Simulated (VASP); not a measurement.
# NdAgO4 (F-43m) in VASP: a series of runs

Runs on NdAgO4. Level: PBE. Tasks: single point.

All numbers are computed with VASP 6.6.1; they aren't measurements. Logs are shortened: lines on timing, memory, paths and dates and some standing lists are left out, and cuts for length are marked.

### 1 The cell of the first run

The structure is cubic, space group F-43m (No. 216). The conventional cell has a = 6.590 Å, b = 6.590 Å, c = 6.590 Å, α = 90.00°, β = 90.00°, γ = 90.00°. Within 3.6 Å of Nd (site symmetry -43m) lie 12 O at 2.73 Å and 4 Ag at 2.85 Å. Within 3.6 Å of Ag (site symmetry -43m) lie 12 O at 2.73 Å and 4 Nd at 2.85 Å. Within 3.1 Å of O (site symmetry 3m) lie 6 O at 2.31 to 2.35 Å and 3 Nd at 2.73 Å and 3 Ag at 2.73 Å.

The cell was built from a structure type or drawn by symmetry, and may not be a known phase.

### 2 Single point, PBE, collinear spin

File INCAR:

```
PREC = Accurate
ENCUT = 600
EDIFF = 1E-6
ISMEAR = 0
SIGMA = 0.1
LREAL = False
LASPH = True
NELM = 200
ALGO = Normal
ISIF = 2
LWAVE = False
LCHARG = True
ISPIN = 2
MAGMOM = 0 1 0 0 0 0
LORBIT = 11
LMAXMIX = 6
GGA = PE
LELF = True
LVHAR = True
NBANDS = 36
GGA_COMPAT = False
```

File KPOINTS:

```
Automatic mesh
0
Gamma
  4 4 4
```

File POSCAR:

```
NdAgO4
1.0
    0.0000000000      3.2947939652      3.2947939652
    3.2947939652      0.0000000000      3.2947939652
    3.2947939652      3.2947939652      0.0000000000
Nd Ag O
1 1 4
Direct
    0.2500000000      0.2500000000      0.2500000000
    0.0000000000      0.0000000000      0.0000000000
    0.6238452037      0.6238452037      0.6238452037
    0.6238452037      0.6238452037      0.1284643888
    0.6238452037      0.1284643888      0.6238452037
    0.1284643888      0.6238452037      0.6238452037
```

Potentials or basis: VASP PAW PBE potentials, release 64 (Nd_3, Ag, O), 4f in core.

Run with:

```sh
$ cat potpaw_PBE.64/Nd_3/POTCAR potpaw_PBE.64/Ag/POTCAR potpaw_PBE.64/O/POTCAR > POTCAR
$ mpirun -np 1 vasp_std > vasp.out
```

OUTCAR:

```text
PREC = Accurate
   ENCUT = 600
   EDIFF = 1E-6
   ISMEAR = 0
   LREAL = False
   LASPH = True
   NELM = 200
   ISIF = 2
   ISPIN = 2
   LORBIT = 11
   GGA = PE

 ion  position               nearest neighbor table
   1  0.250  0.250  0.250-   4 2.73   5 2.73   6 2.73   3 2.73   3 2.73   3 2.73   5 2.73   4 2.73
                             6 2.73   6 2.73   4 2.73   5 2.73   2 2.85   2 2.85   2 2.85   2 2.85
   2  0.000  0.000  0.000-   4 2.73   5 2.73   4 2.73   6 2.73   5 2.73   6 2.73   3 2.73   3 2.73
                             3 2.73   4 2.73   5 2.73   6 2.73   1 2.85   1 2.85   1 2.85   1 2.85
   3  0.624  0.624  0.624-   1 2.73   1 2.73   1 2.73   2 2.73   2 2.73   2 2.73
   4  0.624  0.624  0.128-   1 2.73   1 2.73   1 2.73   2 2.73   2 2.73   2 2.73
   5  0.624  0.128  0.624-   1 2.73   1 2.73   1 2.73   2 2.73   2 2.73   2 2.73
   6  0.128  0.624  0.624-   1 2.73   1 2.73   1 2.73   2 2.73   2 2.73   2 2.73

  LATTYP: Found a face centered cubic cell.
 ALAT       =     6.5895879304

  Lattice vectors:

 A1 = (   0.0000000000,   3.2947939652,   3.2947939652)
 A2 = (   3.2947939652,   0.0000000000,   3.2947939652)
 A3 = (   3.2947939652,   3.2947939652,   0.0000000000)

Analysis of symmetry for initial positions (statically):
=====================================================================
 Subroutine PRICEL returns:
 Original cell was already a primitive cell.

 Routine SETGRP: Setting up the symmetry group for a
 face centered cubic supercell.

 Subroutine GETGRP returns: Found 24 space group operations
 (whereof 24 operations were pure point group operations)
 out of a pool of 48 trial point group operations.

The static configuration has the point symmetry T_d .

Analysis of symmetry for dynamics (positions and initial velocities):
=====================================================================
 Subroutine PRICEL returns:
 Original cell was already a primitive cell.

 Routine SETGRP: Setting up the symmetry group for a
 face centered cubic supercell.

 Subroutine GETGRP returns: Found 24 space group operations
 (whereof 24 operations were pure point group operations)
 out of a pool of 48 trial point group operations.

The dynamic configuration has the point symmetry T_d .

Analysis of structural, dynamic, and magnetic symmetry:
=====================================================================
 Subroutine PRICEL returns:
 Original cell was already a primitive cell.

 Routine SETGRP: Setting up the symmetry group for a
 face centered cubic supercell.

 Subroutine GETGRP returns: Found 24 space group operations
 (whereof 24 operations were pure point group operations)
 out of a pool of 48 trial point group operations.

The overall configuration has the point symmetry T_d .

[... 133 lines left out ...]
  ---------------------------------------------------
  ext. energy  EPLUGINS =         0.00000000
  ---------------------------------------------------
  free energy    TOTEN  =       -28.09965184 eV

  energy without entropy =      -28.08677589  energy(sigma->0) =      -28.09321387

 E-fermi :   4.9068     XC(G=0): -11.8127

 val. band max:        4.8138940827   @ k =   0.5000   0.0000   0.0000
 cond. band min:       4.9862260752   @ k =  -0.2500   0.5000   0.2500
 fundamental gap:      0.1723319925
 Fermi energy:         4.9067765147

 spin component 1

 k-point     1 :       0.0000    0.0000    0.0000
  band No.  band energies     occupation
      1     -32.6438      1.00000
      2     -14.1165      1.00000
      3     -13.7907      1.00000
      4     -13.7907      1.00000
      5     -13.7907      1.00000
      6     -11.3364      1.00000
[... 293 lines left out ...]
     34      15.9312      0.00000
     35      17.7751      0.00000
 Fermi energy:         4.9067765147

 spin component 2

 k-point     1 :       0.0000    0.0000    0.0000
  band No.  band energies     occupation
      1     -32.6438      1.00000
      2     -14.1148      1.00000
      3     -13.7907      1.00000
      4     -13.7907      1.00000
      5     -13.7907      1.00000
      6     -11.3345      1.00000
[... 293 lines left out ...]
     34      15.9313      0.00000
     35      17.7749      0.00000
 [bands above 35 left out]

------------------------ aborting loop because EDIFF is reached ----------------------------------------

  FORCE on cell =-STRESS in cart. coord.  units (eV):
  Direction    XX          YY          ZZ          XY          YZ          ZX
  --------------------------------------------------------------------------------------
  -------------------------------------------------------------------------------------
  Total       -0.1396297     -0.1396297     -0.1396297      0.0000000      0.0000000     -0.0000000
  in kB       -3.1273293     -3.1273293     -3.1273293      0.0000000      0.0000000     -0.0000000
  external PRESSURE =      -3.1273293 kB  Pullay stress =       0.0000000 kB

 VOLUME and BASIS-vectors are now :
 -----------------------------------------------------------------------------
  energy-cutoff  :      600.00
  volume of cell :       71.53
      direct lattice vectors                 reciprocal lattice vectors
     0.000000000  3.294793965  3.294793965    -0.151754557  0.151754557  0.151754557
     3.294793965  0.000000000  3.294793965     0.151754557 -0.151754557  0.151754557
     3.294793965  3.294793965  0.000000000     0.151754557  0.151754557 -0.151754557

 POSITION                                       TOTAL-FORCE (eV/Angst)
 -----------------------------------------------------------------------------------
      1.64740      1.64740      1.64740        -0.000000      0.000000      0.000000
      0.00000      0.00000      0.00000        -0.000000      0.000000      0.000000
      4.11088      4.11088      4.11088        -0.007118     -0.007118     -0.007118
      2.47871      2.47871      4.11088         0.007118      0.007118     -0.007118
      2.47871      4.11088      2.47871         0.007118     -0.007118      0.007118
      4.11088      2.47871      2.47871        -0.007118      0.007118      0.007118
 -----------------------------------------------------------------------------------
    total drift:                                0.000001      0.000001      0.000001

  FREE ENERGIE OF THE ION-ELECTRON SYSTEM (eV)
  ---------------------------------------------------
  free  energy   TOTEN  =       -28.0996518408 eV

  energy  without entropy=      -28.0867758948  energy(sigma->0) =      -28.09321387

 total charge

# of ion       s       p       d       tot
------------------------------------------
    1        2.074   5.861   0.702   8.636
    2        0.258   0.170   9.349   9.777
    3        1.617   3.139   0.000   4.757
    4        1.617   3.139   0.000   4.757
    5        1.617   3.139   0.000   4.757
    6        1.617   3.139   0.000   4.757
--------------------------------------------------
tot          8.802  18.587  10.051  37.440

 magnetization (x)

# of ion       s       p       d       tot
------------------------------------------
    1       -0.000  -0.000  -0.000  -0.000
    2       -0.000  -0.000  -0.000  -0.000
    3        0.000   0.001   0.000   0.001
    4        0.000   0.001   0.000   0.001
    5        0.000   0.001   0.000   0.001
    6        0.000   0.001   0.000   0.001
--------------------------------------------------
tot         -0.000   0.003  -0.000   0.003
```

OSZICAR:

```text
N       E                     dE             d eps       ncg     rms          rms(c)
DAV:   1     0.364441904841E+03    0.36444E+03   -0.25549E+04  1152   0.140E+03
DAV:   2    -0.814694781493E+01   -0.37259E+03   -0.34831E+03  1352   0.345E+02
DAV:   3    -0.311741971500E+02   -0.23027E+02   -0.22310E+02  1432   0.859E+01
DAV:   4    -0.318518500993E+02   -0.67765E+00   -0.66993E+00  1652   0.109E+01
DAV:   5    -0.318590513015E+02   -0.72012E-02   -0.72004E-02  1296   0.101E+00    0.187E+01
DAV:   6    -0.344373505784E+02   -0.25783E+01   -0.12201E+02  1304   0.673E+01    0.285E+01
DAV:   7    -0.290988870924E+02    0.53385E+01   -0.13182E+01  1184   0.205E+01    0.971E+00
DAV:   8    -0.282809005940E+02    0.81799E+00   -0.17885E+00  1252   0.994E+00    0.403E+00
DAV:   9    -0.281136624955E+02    0.16724E+00   -0.31530E-01  1364   0.524E+00    0.244E+00
DAV:  10    -0.281015119416E+02    0.12151E-01   -0.74656E-02  1420   0.172E+00    0.690E-01
DAV:  11    -0.280994617981E+02    0.20501E-02   -0.62023E-03  1496   0.734E-01    0.159E-01
DAV:  12    -0.280996169405E+02   -0.15514E-03   -0.13299E-03  1320   0.218E-01    0.962E-02
DAV:  13    -0.280996426039E+02   -0.25663E-04   -0.93968E-05  1412   0.595E-02    0.339E-02
DAV:  14    -0.280996519433E+02   -0.93394E-05   -0.14682E-05  1328   0.238E-02    0.112E-02
DAV:  15    -0.280996518408E+02    0.10247E-06   -0.16455E-06   952   0.107E-02
   1 F= -.28099652E+02 E0= -.28093214E+02  d E =-.128759E-01  mag=     0.0036
```

stdout:

```text
POSCAR found type information on POSCAR NdAgO
 POSCAR found :  3 types and       6 ions
 scaLAPACK will be used
 LDA part: xc-table for (Slater+PW92), standard interpolation
 POSCAR, INCAR and KPOINTS ok, starting setup
 FFT: planning ... GRIDC
 FFT: planning ... GRID_SOFT
 FFT: planning ... GRID
 WAVECAR not read
 entering main loop
```

It took 33 s on 1 thread of Intel Xeon 6975P-C (Granite Rapids), shared host; peak memory 0.3 GiB.

Results:

```yaml
Free_energy: -28.0997 eV
Pressure: -0.3 GPa
Largest_force: 0.012 eV/Å
Band_gap_on_the_k_mesh: zero (filled and empty bands overlap)
Net_moment: 0.00 μB per cell
Valence_electrons_inside_the_program's_atomic_spheres: Nd 8.64; Ag 9.78; O 4.76
```

Forces on the atoms (eV/Å):
```
Nd   0.000  0.000  0.000
Ag   0.000  0.000  0.000
O   -0.007 -0.007 -0.007
O    0.007  0.007 -0.007
O    0.007 -0.007  0.007
O   -0.007  0.007  0.007
```

Levels at points of the mesh, in eV from the Fermi level:
Spin up:
| k point | band 20 | band 21 | band 22 | band 23 | band 24 | band 25 | band 26 | band 27 |
| --- | --- | --- | --- | --- | --- | --- | --- | --- |
| (0.00, 0.00, 0.00) | -0.13 | -0.13 | -0.13 | 0.31 | 0.68 | 0.68 | 0.68 | 4.34 |
| (0.50, 0.00, 0.00) | -1.81 | -1.54 | -1.54 | -0.09 | 0.60 | 0.60 | 1.17 | 4.52 |
| (0.50, 0.50, 0.00) | -2.44 | -1.87 | -1.87 | -1.21 | 0.47 | 0.47 | 2.30 | 3.86 |
Spin down:
| k point | band 21 | band 22 | band 23 | band 24 | band 25 | band 26 |
| --- | --- | --- | --- | --- | --- | --- |
| (0.00, 0.00, 0.00) | -0.12 | -0.12 | 0.31 | 0.69 | 0.69 | 0.69 |
| (0.50, 0.00, 0.00) | -1.54 | -1.54 | -0.09 | 0.61 | 0.61 | 1.17 |
| (0.50, 0.50, 0.00) | -1.87 | -1.87 | -1.21 | 0.47 | 0.47 | 2.30 |

Caveat: the k points lie up to 0.41 Å⁻¹ apart; the magnetic or orbital state may not be the lowest; spin-orbit coupling is left out, which moves the levels of the heavy elements; the 4f electrons are frozen in the core, so they carry no moment and show no levels. With open d or f shells a metallic result of PBE can be an artefact of self-interaction; +U or a hybrid may open a gap.

[end of part 1 of 2]
